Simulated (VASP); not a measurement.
# Ta4InSb2Br (C2/m) in VASP: single point with PBE

Aim: the single point of Ta4InSb2Br with PBE.

All numbers are computed with VASP 6.6.1; they aren't measurements. Logs are shortened: lines on timing, memory, paths and dates and some standing lists are left out, and cuts for length are marked.

## Step 1: The cell of the first run

The structure is monoclinic, space group C2/m (No. 12). The conventional cell has a = 19.524 Å, b = 3.762 Å, c = 11.222 Å, α = 90.00°, β = 118.14°, γ = 90.00°. In (site symmetry m) has 4 Ta at 2.50 to 2.57 Å and 2 Br at 2.67 Å within 3.3 Å. Sb (site symmetry m) has 5 Ta at 2.45 to 2.98 Å within 3.2 Å. Within 3.2 Å of Sb (site symmetry m) lie 5 Ta at 2.44 to 2.82 Å. Ta (site symmetry m) has 3 In at 2.50 to 2.57 Å and 8 Ta at 3.23 to 3.77 Å and 2 Sb at 3.33 Å and 3 Br at 3.63 to 3.69 Å within 3.8 Å. Ta (site symmetry m) has 5 Sb at 2.44 to 2.98 Å within 3.2 Å. Ta (site symmetry m) has 3 Sb at 2.54 to 4.04 Å and 1 In at 2.55 Å and 9 Ta at 3.32 to 3.94 Å and 2 Br at 3.70 Å within 4.1 Å. Within 3.6 Å of Ta (site symmetry m) lie 3 Sb at 2.45 to 2.62 Å and 8 Ta at 3.23 to 3.58 Å. Br (site symmetry m) has 2 In at 2.67 Å and 2 Sb at 3.35 to 3.40 Å and 7 Ta at 3.63 to 3.73 Å and 3 Br at 3.76 to 3.77 Å within 3.8 Å.

## Step 2: Single point, PBE

The input, INCAR:

```
SYSTEM = Ta4InSb2Br
PREC = Accurate
ENCUT = 520
EDIFF = 1E-6
ISMEAR = 1
SIGMA = 0.1411
LREAL = Auto
LASPH = .True.
NELM = 80
ALGO = Normal
ISIF = 2
LWAVE = .False.
LCHARG = .True.
GGA = PE
LVHAR = .True.
NBANDS = 88
KPAR = 4
```

The input, KPOINTS:

```
Automatic mesh
0
Gamma
  5 5 5
  0 0 0
```

The input, POSCAR:

```
Ta4InSb2Br
1.0
    0.0000000000      3.7616430000      0.0000000000
    9.7622250000     -1.8808210000      0.0000000000
   -4.4696440000      1.8808210000     -9.8954890000
In Sb Ta Br
2 4 8 2
Direct
    0.3372600000      0.1145100000      0.4399900000
    0.6627400000      0.8854900000      0.5600100000
    0.0470800000      0.3167500000      0.2225900000
    0.9529200000      0.6832500000      0.7774100000
    0.2976800000      0.6873400000      0.0919800000
    0.7023200000      0.3126600000      0.9080200000
    0.2120900000      0.0795600000      0.6553800000
    0.7879100000      0.9204400000      0.3446200000
    0.6797800000      0.5005500000      0.1409900000
    0.3202200000      0.4994500000      0.8590100000
    0.4615500000      0.1378000000      0.2147000000
    0.5384500000      0.8622000000      0.7853000000
    0.0972000000      0.1715500000      0.9771500000
    0.9028000000      0.8284500000      0.0228500000
    0.8956500000      0.3259000000      0.5346000000
    0.1043500000      0.6741000000      0.4654000000
```

Potentials or basis: VASP PAW PBE potentials, release 64 (In_d, Sb, Ta_pv, Br).

Run with:

```console
$ cat potpaw_PBE.64/In_d/POTCAR potpaw_PBE.64/Sb/POTCAR potpaw_PBE.64/Ta_pv/POTCAR potpaw_PBE.64/Br/POTCAR > POTCAR
$ mpirun -np 4 vasp_std > vasp.out
```

OUTCAR:

```text
SYSTEM = Ta4InSb2Br
   PREC = Accurate
   ENCUT = 520
   EDIFF = 1E-6
   ISMEAR = 1
   LREAL = Auto
   LASPH = .True.
   NELM = 80
   ISIF = 2
   GGA = PE

 ion  position               nearest neighbor table
   1  0.337  0.115  0.440-   7 2.50  11 2.55   8 2.57   8 2.57  15 2.67  15 2.67   2 3.55   2 3.55

   2  0.663  0.885  0.560-   8 2.50  12 2.55   7 2.57   7 2.57  16 2.67  16 2.67   1 3.55   1 3.55

   3  0.047  0.317  0.223-  13 2.45  11 2.54  11 2.54   9 2.98   9 2.98
   4  0.953  0.683  0.777-  14 2.45  12 2.54  12 2.54  10 2.98  10 2.98
   5  0.298  0.687  0.092-  10 2.44  14 2.62  14 2.62   9 2.82   9 2.82   8 3.33   8 3.33
   6  0.702  0.313  0.908-   9 2.44  13 2.62  13 2.62  10 2.82  10 2.82   7 3.33   7 3.33
   7  0.212  0.080  0.655-   1 2.50   2 2.57   2 2.57  13 3.23   6 3.33   6 3.33  12 3.53  12 3.53

   8  0.788  0.920  0.345-   2 2.50   1 2.57   1 2.57  14 3.23   5 3.33   5 3.33  11 3.53  11 3.53

   9  0.680  0.501  0.141-   6 2.44   5 2.82   5 2.82   3 2.98   3 2.98  13 3.51  13 3.51  10 3.59
                            10 3.59
  10  0.320  0.499  0.859-   5 2.44   6 2.82   6 2.82   4 2.98   4 2.98  14 3.51  14 3.51   9 3.59
                             9 3.59
  11  0.462  0.138  0.215-   3 2.54   3 2.54   1 2.55  13 3.32  13 3.32  14 3.44  14 3.44   8 3.53
                             8 3.53
  12  0.538  0.862  0.785-   4 2.54   4 2.54   2 2.55  14 3.32  14 3.32  13 3.44  13 3.44   7 3.53
                             7 3.53
  13  0.097  0.172  0.977-   3 2.45   6 2.62   6 2.62   7 3.23  11 3.32  11 3.32  12 3.44  12 3.44
                             9 3.51   9 3.51  14 3.58
  14  0.903  0.828  0.023-   4 2.45   5 2.62   5 2.62   8 3.23  12 3.32  12 3.32  11 3.44  11 3.44
                            10 3.51  10 3.51  13 3.58
  15  0.896  0.326  0.535-   1 2.67   1 2.67
  16  0.104  0.674  0.465-   2 2.67   2 2.67

  LATTYP: Found a base centered monoclinic cell.
 ALAT       =    19.5244500000
 B/A-ratio  =     0.1926631992
 C/A-ratio  =     0.5747638457
 COS(beta)  =    -0.4716276546

  Lattice vectors:

 A1 = (  -9.7622250000,  -1.8808220000,   0.0000000000)
 A2 = (  -9.7622250000,   1.8808210000,   0.0000000000)
 A3 = (   5.2925810000,  -0.0000000000,  -9.8954890000)

Analysis of symmetry for initial positions (statically):
=====================================================================
 Subroutine PRICEL returns:
 Original cell was already a primitive cell.

 Routine SETGRP: Setting up the symmetry group for a
 base centered monoclinic supercell.

 Subroutine GETGRP returns: Found  4 space group operations
 (whereof  4 operations were pure point group operations)
 out of a pool of  4 trial point group operations.

The static configuration has the point symmetry C_2h.

Analysis of symmetry for dynamics (positions and initial velocities):
=====================================================================
 Subroutine PRICEL returns:
 Original cell was already a primitive cell.

 Routine SETGRP: Setting up the symmetry group for a
 base centered monoclinic supercell.

 Subroutine GETGRP returns: Found  4 space group operations
 (whereof  4 operations were pure point group operations)
 out of a pool of  4 trial point group operations.

The dynamic configuration has the point symmetry C_2h.

 Subroutine INISYM returns: Found  4 space group operations
 (whereof  4 operations are pure point group operations),
 and found     1 'primitive' translations

----------------------------------------------------------------------------------------

                                     Primitive cell

  volume of cell :     363.3822

  direct lattice vectors                    reciprocal lattice vectors
     0.000000000  3.761643000  0.000000000     0.051217818  0.265841283  0.027393740
     9.762225000 -1.880821000  0.000000000     0.102435664  0.000000000 -0.046268653
    -4.469644000  1.880821000 -9.895489000     0.000000000  0.000000000 -0.101056148

  length of vectors
     3.761643000  9.941756615 11.019796172     0.272112604  0.112400416  0.101056148

  position of ions in fractional coordinates (direct lattice)
     0.337260000  0.114510000  0.439990000
     0.662740000  0.885490000  0.560010000
     0.047080000  0.316750000  0.222590000
     0.952920000  0.683250000  0.777410000
     0.297680000  0.687340000  0.091980000
     0.702320000  0.312660000  0.908020000
[... 8 lines left out ...]
     0.895650000  0.325900000  0.534600000
     0.104350000  0.674100000  0.465400000

  ion indices of the primitive-cell ions
   primitive index   ion index
                 1           1
                 2           2
                 3           3
                 4           4
                 5           5
                 6           6
[... 8 lines left out ...]
                15          15
                16          16

----------------------------------------------------------------------------------------

 KPOINTS: Automatic mesh

Automatic generation of k-mesh.
 Grid dimensions read from file:
 generate k-points for:    5    5    5

 Generating k-lattice:

  Cartesian coordinates                     Fractional coordinates (reciprocal lattice)
     0.010243564  0.053168257  0.005478748     0.200000000  0.000000000  0.000000000
     0.020487133  0.000000000 -0.009253731     0.000000000  0.200000000  0.000000000
     0.000000000  0.000000000 -0.020211230     0.000000000  0.000000000  0.200000000

  Length of vectors
     0.054422521  0.022480083  0.020211230

  Shift w.r.t. Gamma in fractional coordinates (k-lattice)
     0.000000000  0.000000000  0.000000000

 Subroutine IBZKPT returns following result:
 ===========================================

 Found     39 irreducible k-points:

 Following reciprocal coordinates:
            Coordinates               Weight
  0.000000  0.000000  0.000000      1.000000
  0.200000  0.000000  0.000000      4.000000
  0.400000  0.000000  0.000000      4.000000
  0.000000  0.200000  0.000000      2.000000
  0.200000  0.200000  0.000000      4.000000
  0.400000  0.200000  0.000000      4.000000
[... 16 lines left out ...]
 -0.400000  0.400000  0.200000      4.000000
 -0.200000  0.400000  0.200000      4.000000
 [... further k-points ...]
   k-points           NKPTS =     39   k-points in BZ     NKDIM =     39   number of bands    NBANDS=     88
   number of dos      NEDOS =    301   number of ions     NIONS =     16
   total plane-waves  NPLWV = 188160
   dimension x,y,z NGX =    28 NGY =   80 NGZ =   84
   dimension x,y,z NGXF=    56 NGYF=  160 NGZF=  168
   ions per type =               2   4   8   2
   NGX,Y,Z   is equivalent  to a cutoff of  12.37, 13.38, 12.67 a.u.
   NGXF,Y,Z  is equivalent  to a cutoff of  24.75, 26.76, 25.34 a.u.
 SYSTEM =  Ta4InSb2Br
   PREC   = accura    normal or accurate (medium, high low for compatibility)
   ISTART =      0    job   : 0-new  1-cont  2-samecut
   ICHARG =      2    charge: 1-file 2-atom 10-const
   ISPIN  =      1    spin polarized calculation?
   LNONCOLLINEAR =      F non collinear calculations
   LSORBIT =      F    spin-orbit coupling
   LASPH  =      T    aspherical Exc in radial PAW
   ENCUT  =  520.0 eV  38.22 Ry    6.18 a.u.   6.99 18.49 20.49*2*pi/ulx,y,z
   NELM   =     80;   NELMIN=  2; NELMDL= -5     # of ELM steps
   EDIFF  = 0.1E-05   stopping-criterion for ELM
   LREAL  =      T    real-space projection
   EDIFFG = 0.1E-04   stopping-criterion for IOM
   NSW    =      0    number of steps for IOM
   IBRION =     -1    ionic relax: 0-MD 1-quasi-New 2-CG
   NFREE  =      0    steps in history (QN), initial steepest desc. (CG)
   ISIF   =      2    stress and relaxation
   ISYM   =      2    0-nonsym 1-usesym 2-fastsym
   POTIM  = 0.5000    time-step for ionic-motion
   TEBEG  =    0.0;   TEEND  =   0.0 temperature during run
   PSTRESS=    0.0 pullay stress
   NELECT =     148.0000    total number of electrons
   NUPDOWN=      -1.0000    fix difference up-down
   EMIN   =  10.00;   EMAX   =-10.00  energy-range for DOS
   EFERMI =   0.00;   METHOD = LEGACY
   ISMEAR =     1;   SIGMA  =   0.14  broadening in eV -4-tet -1-fermi 0-gaus
   EFERMI_NEDOS =   21; number of points for ismear=-14 and -15
   IALGO  =     38    algorithm
   IMIX   =      4    mixing-type and parameters
     AMIX     =   0.40;   BMIX     =  1.00
     AMIX_MAG =   1.60;   BMIX_MAG =  1.00
  volume/ion in A,a.u.               =      22.71       153.26
  Fermi-wavevector in a.u.,A,eV,Ry     =   1.213503  2.293188 20.035797  1.472590
  Thomas-Fermi vector in A             =   2.348953
   LORBIT       =      0    0 simple, 1 ext, 2 COOP (PROOUT), +10 PAW based schemes
   GGA     = PE    functional components
   LHFCALC =     F    Hartree Fock is set to
   AEXX    =    0.0000 exact exchange contribution
   IVDW    =     0    specifies the selected vdW correction
   LEPSILON=     F    determine dielectric tensor
   LRPA    =     F    only Hartree local field effects (RPA)
 non-spin polarized calculation
 Methfessel and Paxton  Order N= 1 SIGMA  =   0.14
  energy-cutoff  :      520.00
  volume of cell :      363.38
 maximum number of plane-waves:      9837
   NGX = 13   NGY = 37   NGZ = 41

 number of electron     148.0000003 magnetization

 Free energy of the ion-electron system (eV)
  ---------------------------------------------------
  ext. energy  EPLUGINS =         0.00000000
  ---------------------------------------------------
  free energy    TOTEN  =       -97.98215176 eV

  energy without entropy =      -97.97772796  energy(sigma->0) =      -97.98067716

 E-fermi :   6.5458     XC(G=0): -10.8489

 val. band max:        6.5400338270   @ k =   0.4000   0.2000   0.2000
 cond. band min:       6.5465001281   @ k =  -0.4000   0.2000  -0.0000
 fundamental gap:      0.0064663011
 Fermi energy:         6.5458279116

 k-point     1 :       0.0000    0.0000    0.0000
  band No.  band energies     occupation
      1     -28.9210      2.00000
      2     -28.9051      2.00000
      3     -28.7988      2.00000
      4     -28.7606      2.00000
      5     -28.7545      2.00000
      6     -28.7348      2.00000
[... 2125 lines left out ...]
     85       7.6276     -0.00000
     86       7.7562     -0.00000

 [... further k-points ...]

 [bands above 86 left out]

------------------------ aborting loop because EDIFF is reached ----------------------------------------

  FORCE on cell =-STRESS in cart. coord.  units (eV):
  Direction    XX          YY          ZZ          XY          YZ          ZX
  --------------------------------------------------------------------------------------
  -------------------------------------------------------------------------------------
  Total       22.0930455     20.6795117     60.6440094      0.0000011      0.0000016     -0.8342539
  in kB       97.4097705     91.1774020    267.3836447      0.0000049      0.0000071     -3.6782832
  external PRESSURE =     151.9902724 kB  Pullay stress =       0.0000000 kB

 VOLUME and BASIS-vectors are now :
 -----------------------------------------------------------------------------
  energy-cutoff  :      520.00
  volume of cell :      363.38
      direct lattice vectors                 reciprocal lattice vectors
     0.000000000  3.761643000  0.000000000     0.051217818  0.265841283  0.027393740
     9.762225000 -1.880821000  0.000000000     0.102435664  0.000000000 -0.046268653
    -4.469644000  1.880821000 -9.895489000     0.000000000  0.000000000 -0.101056148

 POSITION                                       TOTAL-FORCE (eV/Angst)
 -----------------------------------------------------------------------------------
     -0.84873      1.88082     -4.35392         1.844223      0.000000     -0.465899
      6.14131      1.88082     -5.54157        -1.844223     -0.000000      0.465899
      2.09729      0.00000     -2.20264         4.408736      0.000000     -4.487690
      3.19529      3.76164     -7.69285        -4.408736     -0.000000      4.487690
      6.29885      0.00000     -0.91019        -0.084355     -0.000000     -6.378898
     -1.00627      3.76164     -8.98530         0.084355      0.000000      6.378898
[... 8 lines left out ...]
      0.79204      3.76164     -5.29013         1.661982      0.000000     -1.746464
      4.50054      0.00000     -4.60536        -1.661982     -0.000000      1.746464
 -----------------------------------------------------------------------------------
    total drift:                               -0.000000      0.000000     -0.000000

  FREE ENERGIE OF THE ION-ELECTRON SYSTEM (eV)
  ---------------------------------------------------
  free  energy   TOTEN  =       -97.9821517595 eV

  energy  without entropy=      -97.9777279601  energy(sigma->0) =      -97.98067716
```

It took 13 min on 4 MPI ranks of Intel Xeon Platinum 8375C at 2.90GHz (Ice Lake), shared host; peak memory 0.99 GiB.

What came out:

| Item | Value |
| --- | --- |
| Free energy | -97.9822 eV |
| Pressure | 15.2 GPa |
| Largest force | 6.379 eV/Å |
| Band gap on the k mesh | zero (bands 74 and 75 overlap by 0.13 eV) |

Forces on the atoms (eV/Å):
```
In   1.844  0.000 -0.466
In  -1.844  0.000  0.466
Sb   4.409  0.000 -4.488
Sb  -4.409  0.000  4.488
Sb  -0.084  0.000 -6.379
Sb   0.084  0.000  6.379
Ta   0.721  0.000 -6.079
Ta  -0.721  0.000  6.079
Ta   0.459  0.000 -3.484
Ta  -0.459  0.000  3.484
Ta  -2.781  0.000  4.996
Ta   2.781  0.000 -4.996
Ta  -3.779  0.000  3.704
Ta   3.779  0.000 -3.704
Br   1.662  0.000 -1.746
Br  -1.662  0.000  1.746
```

Stress tensor (GPa, compression positive):
```
 9.74  0.00 -0.37
 0.00  9.12  0.00
-0.37  0.00 26.74
```

Levels at points of the mesh, in eV from the Fermi level:
| k point | band 72 | band 73 | band 74 | band 75 | band 76 | band 77 |
| --- | --- | --- | --- | --- | --- | --- |
| (0.00, 0.00, 0.00) | -0.23 | -0.12 | 0.02 | 0.08 | 0.17 | 0.18 |

Caveat: the stress differs along the axes, from 9 to 27 GPa; spin-orbit coupling is left out, which moves the levels of the heavy elements; forces of over 1 eV/Å act on the atoms, so gaps and moduli don't describe the material at rest.
